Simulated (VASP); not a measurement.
# Mg in VASP: relaxation of the atoms with PBE

Aim: the relaxation of the atoms of Mg with PBE.

Program: VASP 6.6.1. These are calculated values, not measurements. Logs are shortened: lines on timing, memory, paths and dates and some standing lists are left out, and cuts for length are marked.

## 1. The cell of the first run

The cell holds a slab with vacuum, 16 atoms: a = 6.417 Å, b = 6.417 Å, c = 23.716 Å, α = 90.00°, β = 90.00°, γ = 120.00°.

## 2. Relaxation of the atoms, PBE

The input, INCAR:

```
SYSTEM = Mg
PREC = Accurate ; ENCUT = 520
EDIFF = 1E-6 ; ISMEAR = 0
SIGMA = 0.1 ; LREAL = Auto
LASPH = .TRUE. ; NELM = 60
ALGO = Normal ; ISIF = 2
LWAVE = .FALSE. ; LCHARG = .FALSE.
LDIPOL = .TRUE. ; IDIPOL = 3
DIPOL = 0.5 0.5 0.500 ; GGA = PE
IBRION = 2 ; NSW = 90
EDIFFG = -0.03
```

The input, KPOINTS:

```
Automatic mesh
0
G
  4 4 1
  0 0 0
```

The input, POSCAR:

```
Mg
1.0
    6.4169352694      0.0000000000      0.0000000000
   -3.2084676347      5.5572289578      0.0000000000
    0.0000000000      0.0000000000     23.7163319389
Mg
16
Selective dynamics
Direct
    0.3333333333      0.1666666667      0.3373202914  F F F
    0.3333333333      0.6666666667      0.3373202914  F F F
    0.8333333333      0.1666666667      0.3373202914  F F F
    0.8333333333      0.6666666667      0.3373202914  F F F
    0.1666666667      0.3333333333      0.4457734305  F F F
    0.1666666667      0.8333333333      0.4457734305  F F F
    0.6666666667      0.3333333333      0.4457734305  F F F
    0.6666666667      0.8333333333      0.4457734305  F F F
    0.3333333333      0.1666666667      0.5542265695  T T T
    0.3333333333      0.6666666667      0.5542265695  T T T
    0.8333333333      0.1666666667      0.5542265695  T T T
    0.8333333333      0.6666666667      0.5542265695  T T T
    0.1666666667      0.3333333333      0.6626797086  T T T
    0.1666666667      0.8333333333      0.6626797086  T T T
    0.6666666667      0.3333333333      0.6626797086  T T T
    0.6666666667      0.8333333333      0.6626797086  T T T
```

Potentials or basis: VASP PAW PBE potentials, release 64 (Mg).

Started as:

```bash
> cat potpaw_PBE.64/Mg/POTCAR > POTCAR
> mpirun -np 1 vasp_std > vasp.out
```

OUTCAR:

```text
SYSTEM = Mg
   PREC = Accurate
   ENCUT = 520
   EDIFF = 1E-6
   ISMEAR = 0
   LREAL = Auto
   LASPH = .TRUE.
   NELM = 60
   ISIF = 2
   GGA = PE
   IBRION = 2
   NSW = 90
   EDIFFG = -0.03

 ion  position               nearest neighbor table
   1  0.333  0.167  0.337-   5 3.17   7 3.17   6 3.17   3 3.21   3 3.21   2 3.21   2 3.21   4 3.21
                             4 3.21
   2  0.333  0.667  0.337-   6 3.17   8 3.17   5 3.17   4 3.21   4 3.21   3 3.21   1 3.21   1 3.21
                             3 3.21
   3  0.833  0.167  0.337-   7 3.17   5 3.17   8 3.17   1 3.21   1 3.21   2 3.21   4 3.21   4 3.21
                             2 3.21
   4  0.833  0.667  0.337-   8 3.17   6 3.17   7 3.17   2 3.21   2 3.21   1 3.21   3 3.21   3 3.21
                             1 3.21
   5  0.167  0.333  0.446-   9 3.17  11 3.17  10 3.17   1 3.17   3 3.17   2 3.17   7 3.21   7 3.21
                             6 3.21   6 3.21   8 3.21   8 3.21
   6  0.167  0.833  0.446-  10 3.17  12 3.17   9 3.17   2 3.17   4 3.17   1 3.17   8 3.21   8 3.21
                             7 3.21   5 3.21   5 3.21   7 3.21
   7  0.667  0.333  0.446-  11 3.17   9 3.17  12 3.17   3 3.17   1 3.17   4 3.17   5 3.21   5 3.21
                             6 3.21   8 3.21   8 3.21   6 3.21
   8  0.667  0.833  0.446-  12 3.17  10 3.17  11 3.17   4 3.17   2 3.17   3 3.17   6 3.21   6 3.21
                             5 3.21   7 3.21   7 3.21   5 3.21
   9  0.333  0.167  0.554-   5 3.17   7 3.17   6 3.17  13 3.17  15 3.17  14 3.17  11 3.21  11 3.21
[... 22 lines left out ...]
 A1 = (   6.4169352694,   0.0000000000,   0.0000000000)
 A2 = (  -3.2084676347,   5.5572289578,   0.0000000000)
 A3 = (   0.0000000000,   0.0000000000,  23.7163319389)

Analysis of symmetry for initial positions (statically):
=====================================================================
 Subroutine PRICEL returns following result:

  LATTYP: Found a hexagonal cell.
 ALAT       =     3.2084676347
 C/A-ratio  =     7.3917940397
[... 12 lines left out ...]
 Subroutine GETGRP returns: Found 12 space group operations
 (whereof 12 operations were pure point group operations)
 out of a pool of 24 trial point group operations.

The static configuration has the point symmetry D_3d.

Analysis of symmetry for dynamics (positions and initial velocities):
=====================================================================
 Subroutine PRICEL returns following result:

  LATTYP: Found a hexagonal cell.
 ALAT       =     3.2084676347
 C/A-ratio  =     7.3917940397
[... 12 lines left out ...]
 Subroutine GETGRP returns: Found 12 space group operations
 (whereof 12 operations were pure point group operations)
 out of a pool of 24 trial point group operations.

The dynamic configuration has the point symmetry D_3d.

Analysis of constrained symmetry for selective dynamics:
=====================================================================
 Subroutine PRICEL returns following result:

  LATTYP: Found a hexagonal cell.
 ALAT       =     3.2084676347
 C/A-ratio  =     7.3917940397
[... 12 lines left out ...]
 Subroutine GETGRP returns: Found  6 space group operations
 (whereof  6 operations were pure point group operations)
 out of a pool of 24 trial point group operations.

The constrained configuration has the point symmetry C_3v.

 Subroutine INISYM returns: Found  6 space group operations
 (whereof  6 operations are pure point group operations),
 and found     4 'primitive' translations

----------------------------------------------------------------------------------------

                                     Primitive cell

  volume of cell :     211.4333

  direct lattice vectors                    reciprocal lattice vectors
     3.208467635  0.000000000  0.000000000     0.311675265  0.179945798  0.000000000
    -1.604233817  2.778614479  0.000000000     0.000000000  0.359891596  0.000000000
     0.000000000  0.000000000 23.716331939     0.000000000  0.000000000  0.042165036

  length of vectors
     3.208467635  3.208467635 23.716331939     0.359891596  0.359891596  0.042165036

  position of ions in fractional coordinates (direct lattice)
     0.666666667  0.333333333  0.337320291
     0.333333333  0.666666667  0.445773430
     0.666666667  0.333333333  0.554226570
     0.333333333  0.666666667  0.662679709

  ion indices of the primitive-cell ions
   primitive index   ion index
                 1           1
                 2           5
                 3           9
                 4          13

----------------------------------------------------------------------------------------

 KPOINTS: Automatic mesh

Automatic generation of k-mesh.
 Grid dimensions read from file:
 generate k-points for:    4    4    1

 Generating k-lattice:

  Cartesian coordinates                     Fractional coordinates (reciprocal lattice)
     0.038959408  0.022493225  0.000000000     0.250000000  0.000000000  0.000000000
     0.000000000  0.044986450  0.000000000     0.000000000  0.250000000  0.000000000
     0.000000000  0.000000000  0.042165036     0.000000000  0.000000000  1.000000000

  Length of vectors
     0.044986450  0.044986450  0.042165036

  Shift w.r.t. Gamma in fractional coordinates (k-lattice)
     0.000000000  0.000000000  0.000000000

 Subroutine IBZKPT returns following result:
 ===========================================

 Found      4 irreducible k-points:

 Following reciprocal coordinates:
            Coordinates               Weight
  0.000000  0.000000  0.000000      1.000000
  0.250000 -0.000000  0.000000      6.000000
  0.500000 -0.000000  0.000000      3.000000
  0.250000  0.250000  0.000000      6.000000
   k-points           NKPTS =      4   k-points in BZ     NKDIM =      4   number of bands    NBANDS=     25
   number of dos      NEDOS =    301   number of ions     NIONS =     16
   total plane-waves  NPLWV = 414720
   dimension x,y,z NGX =    48 NGY =   48 NGZ =  180
   dimension x,y,z NGXF=    96 NGYF=   96 NGZF=  360
   ions per type =              16
   NGX,Y,Z   is equivalent  to a cutoff of  12.44, 12.44, 12.62 a.u.
   NGXF,Y,Z  is equivalent  to a cutoff of  24.87, 24.87, 25.24 a.u.
 SYSTEM =  Mg
   PREC   = accura    normal or accurate (medium, high low for compatibility)
   ISTART =      0    job   : 0-new  1-cont  2-samecut
   ICHARG =      2    charge: 1-file 2-atom 10-const
   ISPIN  =      1    spin polarized calculation?
   LNONCOLLINEAR =      F non collinear calculations
   LSORBIT =      F    spin-orbit coupling
   LASPH  =      T    aspherical Exc in radial PAW
   ENCUT  =  520.0 eV  38.22 Ry    6.18 a.u.  11.93 11.93 44.10*2*pi/ulx,y,z
   NELM   =     60;   NELMIN=  2; NELMDL= -5     # of ELM steps
   EDIFF  = 0.1E-05   stopping-criterion for ELM
   LREAL  =      T    real-space projection
   EDIFFG = -.3E-01   stopping-criterion for IOM
   NSW    =     90    number of steps for IOM
   IBRION =      2    ionic relax: 0-MD 1-quasi-New 2-CG
   NFREE  =      1    steps in history (QN), initial steepest desc. (CG)
   ISIF   =      2    stress and relaxation
   ISYM   =      2    0-nonsym 1-usesym 2-fastsym
   POTIM  = 0.5000    time-step for ionic-motion
   TEBEG  =    0.0;   TEEND  =   0.0 temperature during run
   PSTRESS=    0.0 pullay stress
   NELECT =      32.0000    total number of electrons
   NUPDOWN=      -1.0000    fix difference up-down
   EMIN   =  10.00;   EMAX   =-10.00  energy-range for DOS
   EFERMI =   0.00;   METHOD = LEGACY
   ISMEAR =     0;   SIGMA  =   0.10  broadening in eV -4-tet -1-fermi 0-gaus
   EFERMI_NEDOS =   21; number of points for ismear=-14 and -15
   IALGO  =     38    algorithm
   IMIX   =      4    mixing-type and parameters
     AMIX     =   0.40;   BMIX     =  1.00
     AMIX_MAG =   1.60;   BMIX_MAG =  1.00
  volume/ion in A,a.u.               =      52.86       356.71
  Fermi-wavevector in a.u.,A,eV,Ry     =   0.549600  1.038594  4.109783  0.302061
  Thomas-Fermi vector in A             =   1.580802
   LORBIT       =      0    0 simple, 1 ext, 2 COOP (PROOUT), +10 PAW based schemes
   GGA     = PE    functional components
   LHFCALC =     F    Hartree Fock is set to
   AEXX    =    0.0000 exact exchange contribution
   IVDW    =     0    specifies the selected vdW correction
   LEPSILON=     F    determine dielectric tensor
   LRPA    =     F    only Hartree local field effects (RPA)
 conjugate gradient relaxation of ions
 non-spin polarized calculation
 Gauss-broadening in eV      SIGMA  =   0.10
  energy-cutoff  :      520.00
  volume of cell :      845.73
 maximum number of plane-waves:     22810
 NGX is ok and might be reduce to    48
   NGX = 23   NGY = 23   NGZ = 89

 dipolmoment           0.000000      0.000000     -0.000001 electrons x Angstroem

 number of electron      32.0000000 magnetization

 dipolmoment           0.000000      0.000000      0.000004 electrons x Angstroem

 Free energy of the ion-electron system (eV)
  ---------------------------------------------------
  ext. energy  EPLUGINS =         0.00000000
  ---------------------------------------------------
  free energy    TOTEN  =       -21.71971050 eV

  energy without entropy =      -21.66913317  energy(sigma->0) =      -21.69442184

 E-fermi :  -1.0042     XC(G=0):  -4.4168

 val. band max:       -1.0274440011   @ k =   0.2500  -0.0000   0.0000
 cond. band min:      -0.9708519306   @ k =   0.2500   0.2500   0.0000
 fundamental gap:      0.0565920705
 Fermi energy:        -1.0041886275

 k-point     1 :       0.0000    0.0000    0.0000
  band No.  band energies     occupation
      1      -7.4465      2.00000
      2      -6.6510      2.00000
      3      -5.3422      2.00000
      4      -3.5618      2.00000
      5      -2.7083      2.00000
      6      -2.7083      2.00000
[... 101 lines left out ...]
     24       1.5427      0.00000
     25       1.5437      0.00000

------------------------ aborting loop because EDIFF is reached ----------------------------------------

 vacuum level on the upper side and lower side of the slab       (xc-potential included)        -0.146        -0.144

  FORCE on cell =-STRESS in cart. coord.  units (eV):
  Direction    XX          YY          ZZ          XY          YZ          ZX
  --------------------------------------------------------------------------------------
  -------------------------------------------------------------------------------------
  Total       -3.0286893     -3.0286893     -0.6585065      0.0000000      0.0000000      0.0000000
  in kB       -5.7376208     -5.7376208     -1.2474903      0.0000000      0.0000000      0.0000000
  external PRESSURE =      -4.2409106 kB  Pullay stress =       0.0000000 kB

 VOLUME and BASIS-vectors are now :
 -----------------------------------------------------------------------------
  energy-cutoff  :      520.00
  volume of cell :      845.73
      direct lattice vectors                 reciprocal lattice vectors
     6.416935269  0.000000000  0.000000000     0.155837632  0.089972899  0.000000000
    -3.208467635  5.557228958  0.000000000     0.000000000  0.179945798  0.000000000
     0.000000000  0.000000000 23.716331939     0.000000000  0.000000000  0.042165036

 POSITION                                       TOTAL-FORCE (eV/Angst)
 -----------------------------------------------------------------------------------
      1.60423      0.92620      8.00000        -0.000000      0.000000      0.015501
     -0.00000      3.70482      8.00000         0.000000      0.000000      0.015501
      4.81270      0.92620      8.00000        -0.000000      0.000000      0.015501
      3.20847      3.70482      8.00000         0.000000      0.000000      0.015501
      0.00000      1.85241     10.57211         0.000000     -0.000000      0.015378
     -1.60423      4.63102     10.57211        -0.000000     -0.000000      0.015378
[... 8 lines left out ...]
      3.20847      1.85241     15.71633         0.000000      0.000000     -0.015502
      1.60423      4.63102     15.71633         0.000000      0.000000     -0.015502
 -----------------------------------------------------------------------------------
    total drift:                               -0.000000      0.000000     -0.000001

  FREE ENERGIE OF THE ION-ELECTRON SYSTEM (eV)
  ---------------------------------------------------
  free  energy   TOTEN  =       -21.7197105038 eV

  energy  without entropy=      -21.6691331679  energy(sigma->0) =      -21.69442184

 reached required accuracy - stopping structural energy minimisation

 vacuum level on the upper side and lower side of the slab         2.665         2.666
```

Wall time 4.3 min (1 thread of Intel Xeon Platinum 8375C at 2.90GHz (Ice Lake), shared host); peak memory 0.72 GiB.

Results:

```yaml
Free_energy: -21.7197 eV
Band_gap_on_the_k_mesh: zero (bands 16 and 17 overlap by 1.14 eV)
```

Final structure:
```
Mg
1.0
     6.41694    0.00000    0.00000
    -3.20847    5.55723    0.00000
     0.00000    0.00000   23.71633
Mg
16
Direct
  0.33333 0.16667 0.33732
  0.33333 0.66667 0.33732
  0.83333 0.16667 0.33732
  0.83333 0.66667 0.33732
  0.16667 0.33333 0.44577
  0.16667 0.83333 0.44577
  0.66667 0.33333 0.44577
  0.66667 0.83333 0.44577
  0.33333 0.16667 0.55423
  0.33333 0.66667 0.55423
  0.83333 0.16667 0.55423
  0.83333 0.66667 0.55423
  0.16667 0.33333 0.66268
  0.16667 0.83333 0.66268
  0.66667 0.33333 0.66268
  0.66667 0.83333 0.66268
```

Levels at points of the mesh, in eV from the Fermi level:
| k point | band 14 | band 15 | band 16 | band 17 | band 18 | band 19 |
| --- | --- | --- | --- | --- | --- | --- |
| (0.00, 0.00, 0.00) | -0.93 | -0.93 | -0.93 | -0.82 | 0.39 | 0.39 |
| (0.50, 0.00, 0.00) | -0.82 | 0.32 | 0.32 | 0.74 | 0.74 | 1.71 |

Caveat: the relaxation stopped at its first step, so nothing moved.

The gap in the log of VASP goes by the Fermi energy; the results here count the filled bands.